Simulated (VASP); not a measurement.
Write the native input for VASP 6.6.1 that does the following.

| Quantity | Value |
| --- | --- |
| Task | single point |
| Functional | LDA |
| Potentials or basis | VASP PAW LDA potentials, release 64 (Mg, O) |
| Cutoff | 520 eV |
| k mesh | 4 × 4 × 4 |
| Occupations | gaussian, width 0.05 eV |
| Spin | no spin polarisation |
| Dipole correction | no |
| Further INCAR settings | ALGO = Normal; EDIFF = 1e-06; NBANDS = 36 |

The structure of MgO lies in POSCAR:

```
MgO
1.0
    5.5230736673      0.0000000000      0.0000000000
    0.0000000000      5.5230736673      0.0000000000
    0.0000000000      0.0000000000      5.5230736673
Mg O
6 6
Direct
    0.2500000000     -0.0132897364      0.5000000000
    0.0000000000      0.5132897364      0.2500000000
    0.5000000000      0.7500000000      0.0000000000
    0.7500000000     -0.0132897364      0.5000000000
    0.0000000000      0.5132897364      0.7500000000
    0.5000000000      0.2500000000      0.0000000000
    0.2500000000      0.4811705975      0.0000000000
    0.5000000000      0.0188294025      0.2500000000
    0.0000000000      0.7500000000      0.5000000000
    0.7500000000      0.4811705975      0.0000000000
    0.5000000000      0.0188294025      0.7500000000
    0.0000000000      0.2500000000      0.5000000000
```

This cell differs from its parent crystal: atoms displaced along a vibrational mode.

The input as run:

INCAR

```
SYSTEM = MgO
ALGO = Normal ; EDIFF = 1E-6
ENCUT = 520 ; ISIF = 2
ISMEAR = 0 ; LASPH = .True.
LCHARG = .False. ; LREAL = .False.
LWAVE = .False. ; NBANDS = 36
NELM = 100 ; PREC = Accurate
SIGMA = 0.05
```

KPOINTS

```
k-points
0
Gamma
  4 4 4
  0 0 0
```

Potentials or basis: VASP PAW LDA potentials, release 64 (Mg, O).

The run is started by

```console
$ cat potpaw_LDA.64/Mg/POTCAR potpaw_LDA.64/O/POTCAR > POTCAR
$ mpirun -np 1 vasp_std > vasp.out
```

Results of the run:

| Quantity | Value |
| --- | --- |
| Pressure | -0.3 GPa |
| Largest force | 1.753 eV/Å |
| Band gap on the k mesh | 2.66 eV (least direct gap 2.68 eV) |

Caveat: the cell differs from its parent crystal (atoms displaced along a vibrational mode); forces of over 1 eV/Å act on the atoms, so gaps and moduli don't describe the material at rest.

Wall time 50 s on 1 thread of Intel(R) Xeon(R) 6975P-C (Granite Rapids) (shared host), peak memory 0.25 GiB.
